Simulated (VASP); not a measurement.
La: relaxation of cell and atoms with BLYP

La:

```
La
1.0
     0.00000    2.65465    2.65465
     2.65465    0.00000    2.65465
     2.65465    2.65465    0.00000
La
1
Cartesian
  0.0000 0.0000 0.0000
```

This isn't the form of La at room conditions, which is double hcp.

| Property | Result |
| --- | --- |
| Program | VASP 6.6.1 |
| Task | relaxation of cell and atoms |
| Functional | BLYP |
| Potentials or basis | VASP PAW PBE potentials, release 64 (La) |
| Cutoff | 600 eV |
| k mesh | 10 × 10 × 10 |
| Occupations | fermi-dirac, width 0.1 eV |
| Spin | no spin polarisation |
| Dipole correction | no |
| Further INCAR settings | ALGO = Normal; EDIFF = 1e-06; IBRION = 2; EDIFFG = -0.01; NSW = 80; ISIF = 3 |

```yaml
Relaxed_volume: 40.03 Å³/atom
Relaxed_cell: a = 3.840 Å, b = 3.840 Å, c = 3.840 Å, α = 60.00°, β = 60.00°, γ = 60.00°
Space_group_after_relaxing_to_0.1_Å: Fm-3m (No. 225)
Energy_gained_by_relaxing: 14.7 meV/atom
Ionic_steps: 3
Pressure_after_relaxing: 0.0 GPa
Band_gap_on_the_k_mesh: zero (an odd number of electrons rules out a gap without spin polarisation)
```

The path:
```tsv
step	energy change (eV)	largest force (eV/Å)	pressure (GPa)	volume (Å³)
1	0.0000	0.0000	1.88	37.42
2	-0.0146	0.0000	0.12	39.84
3	-0.0147	0.0000	0.00	40.03
```

Final structure:
```cif
data_structure
_symmetry_space_group_name_H-M 'P 1'
_symmetry_Int_Tables_number 1
_cell_length_a 3.8396
_cell_length_b 3.8396
_cell_length_c 3.8396
_cell_angle_alpha 60.000
_cell_angle_beta 60.000
_cell_angle_gamma 60.000
_cell_volume 40.03
loop_
_atom_site_label
_atom_site_type_symbol
_atom_site_fract_x
_atom_site_fract_y
_atom_site_fract_z
_atom_site_occupancy
La1 La 0.00000 0.00000 0.00000 1
```

Levels at points of the mesh, in eV from the Fermi level:
| k point | band 2 | band 3 | band 4 | band 5 | band 6 | band 7 | band 8 | band 9 |
| --- | --- | --- | --- | --- | --- | --- | --- | --- |
| (0.00, 0.00, 0.00) | -16.13 | -16.13 | -16.13 | -3.13 | 1.07 | 1.38 | 1.38 | 1.38 |
| (0.50, 0.00, 0.00) | -17.23 | -16.27 | -16.27 | -1.61 | 1.11 | 1.21 | 1.21 | 1.49 |
| (0.50, 0.50, 0.00) | -17.16 | -16.52 | -16.52 | -1.75 | -1.22 | 1.54 | 1.55 | 1.55 |

Run time: 2.6 min on 1 thread of Intel Xeon 8259CL (shared host), peak memory 0.2 GiB.

Caveat: the PAW data sets were made with another functional, which shifts forces and pressure a little; spin-orbit coupling is left out, which moves the levels of the heavy elements.
